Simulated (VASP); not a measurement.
Crystal: PbSe.

```
CELL_PARAMETERS angstrom
3.78432 0.00000 0.00000
0.00000 3.78432 0.00000
0.00000 0.00000 3.78432
ATOMIC_POSITIONS crystal
Pb 0.00000 0.00000 0.00000
Se 0.50000 0.50000 0.50000
```

Base run:

| Item | Value |
| --- | --- |
| Program | VASP 6.6.1 |
| Functional | HF |
| Potentials or basis | VASP PAW PBE potentials, release 64 (Pb_d, Se) |
| Cutoff | 520 eV |
| k mesh | 4 × 4 × 4 |
| Occupations | fermi-dirac, width 0.05 eV |
| Spin | no spin polarisation |

Its results: band gap on the k mesh 4.32 eV (least direct gap 5.52 eV); pressure 4.8 GPa.

Question: The run is repeated on the same cell with these changes: functional from HF to r2SCANh; share of exact exchange from 1 to 0.1. What comes out?

Answer: Band gap on the k mesh zero (bands 10 and 11 overlap by 0.43 eV); pressure -0.9 GPa.

Caveats: some runs use coarse meshes; the PAW data sets were made with another functional, which shifts forces and pressure a little; spin-orbit coupling is left out, which moves the levels of the heavy elements; the cell stands under pressure (at least some runs).

A k mesh can miss the band edges.
